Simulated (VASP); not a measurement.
# NiOs (P4/mmm) in VASP: a series of runs

The runs below take NiOs through single point, relaxation of cell and atoms, with PBE.

Program: VASP 6.6.1. These are calculated values, not measurements. Logs are shortened: lines on timing, memory, paths and dates and some standing lists are left out, and cuts for length are marked.

**1. The cell of the first run**

Symmetry: P4/mmm, No. 123, tetragonal system. Conventional cell: a = 2.613 Å, b = 2.613 Å, c = 3.704 Å, α = 90.00°, β = 90.00°, γ = 90.00°. Ni (site symmetry 4/mmm) has 4 Ni at 2.61 Å and 8 Os at 2.62 Å within 3.4 Å. Os (site symmetry 4/mmm) has 4 Os at 2.61 Å and 8 Ni at 2.62 Å within 3.4 Å.

**2. Single point, PBE**

The input, INCAR:

```
  PREC = Accurate
  ENCUT = 520
  EDIFF = 1E-7
  ISMEAR = 0
  SIGMA = 0.1
  LREAL = F
  LASPH = T
  NELM = 100
  ALGO = Normal
  ISIF = 2
  LWAVE = F
  LCHARG = F
  GGA = PE
  NBANDS = 16
```

The input, KPOINTS:

```
Automatic mesh
0
Gamma
  16 16 12
```

The input, POSCAR:

```
NiOs
1.0
    2.6133816789      0.0000000000      0.0000000000
    0.0000000000      2.6133816789      0.0000000000
    0.0000000000      0.0000000000      3.7035373330
Ni Os
1 1
Direct
    0.0000000000      0.0000000000      0.0000000000
    0.5000000000      0.5000000000      0.5000000000
```

Potentials or basis: VASP PAW PBE potentials, release 64 (Ni, Os).

Launch:

```sh
> cat potpaw_PBE.64/Ni/POTCAR potpaw_PBE.64/Os/POTCAR > POTCAR
> mpirun -np 1 vasp_std > vasp.out
```

OUTCAR:

```text
PREC = Accurate
   ENCUT = 520
   EDIFF = 1E-7
   ISMEAR = 0
   LREAL = F
   LASPH = T
   NELM = 100
   ISIF = 2
   GGA = PE

 ion  position               nearest neighbor table
   1  0.000  0.000  0.000-   2 2.62   2 2.62   2 2.62   2 2.62   2 2.62   2 2.62   2 2.62   2 2.62

   2  0.500  0.500  0.500-   1 2.62   1 2.62   1 2.62   1 2.62   1 2.62   1 2.62   1 2.62   1 2.62

  LATTYP: Found a simple tetragonal cell.
 ALAT       =     2.6133816789
 C/A-ratio  =     1.4171436813

  Lattice vectors:

 A1 = (   2.6133816789,   0.0000000000,   0.0000000000)
 A2 = (   0.0000000000,   2.6133816789,   0.0000000000)
 A3 = (   0.0000000000,   0.0000000000,   3.7035373330)

Analysis of symmetry for initial positions (statically):
=====================================================================
 Subroutine PRICEL returns:
 Original cell was already a primitive cell.

 Routine SETGRP: Setting up the symmetry group for a
 simple tetragonal supercell.

 Subroutine GETGRP returns: Found 16 space group operations
 (whereof 16 operations were pure point group operations)
 out of a pool of 16 trial point group operations.

The static configuration has the point symmetry D_4h.

Analysis of symmetry for dynamics (positions and initial velocities):
=====================================================================
 Subroutine PRICEL returns:
 Original cell was already a primitive cell.

 Routine SETGRP: Setting up the symmetry group for a
 simple tetragonal supercell.

 Subroutine GETGRP returns: Found 16 space group operations
 (whereof 16 operations were pure point group operations)
 out of a pool of 16 trial point group operations.

The dynamic configuration has the point symmetry D_4h.

 Subroutine INISYM returns: Found 16 space group operations
 (whereof 16 operations are pure point group operations),
 and found     1 'primitive' translations

----------------------------------------------------------------------------------------

                                     Primitive cell

  volume of cell :      25.2943

  direct lattice vectors                    reciprocal lattice vectors
     2.613381679  0.000000000  0.000000000     0.382645982  0.000000000  0.000000000
     0.000000000  2.613381679  0.000000000     0.000000000  0.382645982  0.000000000
     0.000000000  0.000000000  3.703537333     0.000000000  0.000000000  0.270012129

[... 75 lines left out ...]
   ISTART =      0    job   : 0-new  1-cont  2-samecut
   ICHARG =      2    charge: 1-file 2-atom 10-const
   ISPIN  =      1    spin polarized calculation?
   LNONCOLLINEAR =      F non collinear calculations
   LSORBIT =      F    spin-orbit coupling
   LASPH  =      T    aspherical Exc in radial PAW
   ENCUT  =  520.0 eV  38.22 Ry    6.18 a.u.   4.86  4.86  6.89*2*pi/ulx,y,z
   NELM   =    100;   NELMIN=  2; NELMDL= -5     # of ELM steps
   EDIFF  = 0.1E-06   stopping-criterion for ELM
   LREAL  =      F    real-space projection
   EDIFFG = 0.1E-05   stopping-criterion for IOM
   NSW    =      0    number of steps for IOM
   IBRION =     -1    ionic relax: 0-MD 1-quasi-New 2-CG
   NFREE  =      0    steps in history (QN), initial steepest desc. (CG)
   ISIF   =      2    stress and relaxation
   ISYM   =      2    0-nonsym 1-usesym 2-fastsym
   POTIM  = 0.5000    time-step for ionic-motion
   TEBEG  =    0.0;   TEEND  =   0.0 temperature during run
   PSTRESS=    0.0 pullay stress
   NELECT =      18.0000    total number of electrons
   NUPDOWN=      -1.0000    fix difference up-down
   EMIN   =  10.00;   EMAX   =-10.00  energy-range for DOS
   EFERMI =   0.00;   METHOD = LEGACY
   ISMEAR =     0;   SIGMA  =   0.10  broadening in eV -4-tet -1-fermi 0-gaus
   EFERMI_NEDOS =   21; number of points for ismear=-14 and -15
   IALGO  =     38    algorithm
   IMIX   =      4    mixing-type and parameters
     AMIX     =   0.40;   BMIX     =  1.00
     AMIX_MAG =   1.60;   BMIX_MAG =  1.00
  volume/ion in A,a.u.               =      12.65        85.35
  Fermi-wavevector in a.u.,A,eV,Ry     =   1.461588  2.762000 29.065288  2.136238
  Thomas-Fermi vector in A             =   2.577902
   LORBIT       =      0    0 simple, 1 ext, 2 COOP (PROOUT), +10 PAW based schemes
   GGA     = PE    functional components
   LHFCALC =     F    Hartree Fock is set to
   AEXX    =    0.0000 exact exchange contribution
   IVDW    =     0    specifies the selected vdW correction
   LEPSILON=     F    determine dielectric tensor
   LRPA    =     F    only Hartree local field effects (RPA)
 non-spin polarized calculation
 Gauss-broadening in eV      SIGMA  =   0.10
  energy-cutoff  :      520.00
  volume of cell :       25.29
 maximum number of plane-waves:       694
 NGX is ok and might be reduce to    20
   NGX =  9   NGY =  9   NGZ = 13

 number of electron      17.9999995 magnetization

 Free energy of the ion-electron system (eV)
  ---------------------------------------------------
  ext. energy  EPLUGINS =         0.00000000
  ---------------------------------------------------
  free energy    TOTEN  =       -16.30043982 eV

  energy without entropy =      -16.29171308  energy(sigma->0) =      -16.29607645

 E-fermi :   9.2033     XC(G=0): -13.6091

 val. band max:        9.1973377214   @ k =   0.2500   0.0625   0.5000
 cond. band min:       9.2070564578   @ k =   0.3750   0.3750   0.5000
 fundamental gap:      0.0097187365
 Fermi energy:         9.2032885359

 k-point     1 :       0.0000    0.0000    0.0000
  band No.  band energies     occupation
      1      -0.8326      2.00000
      2       3.0426      2.00000
      3       3.3037      2.00000
      4       6.7186      2.00000
      5       6.7186      2.00000
      6       6.8678      2.00000
[... 433 lines left out ...]
      3       4.7088      2.00000
      4       5.4288      2.00000
      5       5.9219      2.00000
      6       6.3604      2.00000
[... 8 lines left out ...]
     15      23.4241      0.00000
     16      23.6578      0.00000

 [... further k-points ...]
[... 5 lines left out ...]
  --------------------------------------------------------------------------------------
  -------------------------------------------------------------------------------------
  Total       -0.0304657     -0.0304657      0.0087850      0.0000000      0.0000000      0.0000000
  in kB       -1.9297445     -1.9297445      0.5564555      0.0000000      0.0000000      0.0000000
  external PRESSURE =      -1.1010112 kB  Pullay stress =       0.0000000 kB

 VOLUME and BASIS-vectors are now :
 -----------------------------------------------------------------------------
  energy-cutoff  :      520.00
  volume of cell :       25.29
      direct lattice vectors                 reciprocal lattice vectors
     2.613381679  0.000000000  0.000000000     0.382645982  0.000000000  0.000000000
     0.000000000  2.613381679  0.000000000     0.000000000  0.382645982  0.000000000
     0.000000000  0.000000000  3.703537333     0.000000000  0.000000000  0.270012129

 POSITION                                       TOTAL-FORCE (eV/Angst)
 -----------------------------------------------------------------------------------
      0.00000      0.00000      0.00000         0.000000      0.000000      0.000000
      1.30669      1.30669      1.85177         0.000000      0.000000      0.000000
 -----------------------------------------------------------------------------------
    total drift:                               -0.000000      0.000000      0.000000

  FREE ENERGIE OF THE ION-ELECTRON SYSTEM (eV)
  ---------------------------------------------------
  free  energy   TOTEN  =       -16.3004398234 eV

  energy  without entropy=      -16.2917130767  energy(sigma->0) =      -16.29607645
```

stdout:

```text
POSCAR found type information on POSCAR NiOs
 POSCAR found :  2 types and       2 ions
 scaLAPACK will be used
 LDA part: xc-table for (Slater+PW92), standard interpolation
 POSCAR, INCAR and KPOINTS ok, starting setup
 FFT: planning ... GRIDC
 FFT: planning ... GRID_SOFT
 FFT: planning ... GRID
 WAVECAR not read
 entering main loop
```

Wall time 3.8 min (1 thread of AMD EPYC, shared host); peak memory 0.22 GiB.

What came out:

```yaml
Free_energy: -16.3004 eV
Pressure: -0.1 GPa
Band_gap_on_the_k_mesh: zero (band 9 reaches 10.57 eV, above the bottom of band 10 at 8.44 eV)
```

Stress tensor (GPa, compression positive):
```
-0.19  0.00  0.00
 0.00 -0.19  0.00
 0.00  0.00  0.06
```

Caveat: spin-orbit coupling is left out, which moves the levels of the heavy elements. Spin polarisation is off, so any magnetic state and its effect on volume and gap are missing.

**3. Relaxation of cell and atoms, PBE**

This run uses another cell than the first one, of 12.46 Å³/atom, 0.985 times its volume.

The input, INCAR:

```
PREC     = Accurate       # precision mode
ENCUT    = 600            # plane-wave cutoff, eV
EDIFF    = 1E-6           # SCF threshold, eV
ISMEAR   = 0              # smearing method
SIGMA    = 0.1            # smearing width, eV
LREAL    = F              # projectors in reciprocal space
LASPH    = T              # aspherical terms in the spheres
NELM     = 100            # most SCF steps
ALGO     = Normal         # electronic algorithm
ISIF     = 3              # what is computed and relaxed
LWAVE    = F              # write WAVECAR
LCHARG   = F              # write CHGCAR
GGA      = PE             # functional
IBRION   = 2              # ionic algorithm
NSW      = 100            # ionic steps
EDIFFG   = -0.01          # ionic threshold
```

The input, KPOINTS:

```
regular mesh
0
Gamma
  16 16 12
```

The input, POSCAR:

```
NiOs
1.0
    2.6365157809      0.0000000000      0.0000000000
    0.0000000000      2.6365157809      0.0000000000
    0.0000000000      0.0000000000      3.5856614620
Ni Os
1 1
Direct
    0.0000000000      0.0000000000      0.0000000000
    0.5000000000      0.5000000000      0.5000000000
```

Potentials or basis: VASP PAW PBE potentials, release 64 (Ni, Os).

Launch:

```sh
> cat potpaw_PBE.64/Ni/POTCAR potpaw_PBE.64/Os/POTCAR > POTCAR
> mpirun -np 1 vasp_std > vasp.out
```

Wall time 12 min (1 thread of AMD EPYC, shared host); peak memory 0.26 GiB.

The run converged. Its results:

| Item | Value |
| --- | --- |
| Free energy | -16.3006 eV |
| Relaxed volume | 12.64 Å³/atom |
| Relaxed cell | a = 2.612 Å, b = 2.612 Å, c = 3.706 Å, α = 90.00°, β = 90.00°, γ = 90.00° |
| Space group after relaxing (to 0.05 Å) | P4/mmm (No. 123) |
| Energy gained by relaxing | 9.3 meV/atom |
| Ionic steps | 5 |
| Pressure after relaxing | 0.1 GPa |
| Band gap on the k mesh | zero (band 9 reaches 10.58 eV, above the bottom of band 10 at 8.45 eV) |

The path:
```tsv
step	energy change (eV)	largest force (eV/Å)	pressure (GPa)	volume (Å³)
1	0.0000	0.0000	3.70	24.92
2	0.0022	0.0000	-7.84	25.97
3	-0.0093	0.0000	-2.04	25.41
4	-0.0184	0.0000	-0.16	25.30
5	-0.0185	0.0000	0.08	25.28
```

Final structure:
```cif
data_structure
_symmetry_space_group_name_H-M 'P 1'
_symmetry_Int_Tables_number 1
_cell_length_a 2.6120
_cell_length_b 2.6120
_cell_length_c 3.7056
_cell_angle_alpha 90.000
_cell_angle_beta 90.000
_cell_angle_gamma 90.000
_cell_volume 25.28
loop_
_atom_site_label
_atom_site_type_symbol
_atom_site_fract_x
_atom_site_fract_y
_atom_site_fract_z
_atom_site_occupancy
Ni1 Ni 0.00000 0.00000 0.00000 1
Os1 Os 0.50000 0.50000 0.50000 1
```

Levels at points of the mesh, in eV from the Fermi level:
```tsv
k point	band 5	band 6	band 7	band 8	band 9	band 10	band 11	band 12	band 13
(0.00, 0.00, 0.00)	-2.48	-2.34	-1.15	-0.99	1.36	1.36	1.97	2.09	11.28
(0.50, 0.00, 0.00)	-2.88	-2.71	-1.72	-1.53	-1.16	0.61	0.66	5.31	10.36
(0.50, 0.50, 0.00)	-0.50	-0.46	0.62	0.62	1.19	2.22	2.22	4.06	10.44
(0.00, 0.00, 0.50)	-2.08	-1.79	-1.67	-1.67	-1.04	-0.25	-0.25	1.82	15.75
(0.50, 0.00, 0.50)	-2.39	-2.38	-0.54	-0.43	-0.17	0.35	1.40	1.45	7.68
(0.50, 0.50, 0.50)	-2.84	-2.84	-1.63	-0.50	0.12	4.06	7.53	8.14	8.14
```

Caveat: spin-orbit coupling is left out, which moves the levels of the heavy elements. Spin polarisation is off, so any magnetic state and its effect on volume and gap are missing.

(Part 1 of 2 ends here.)
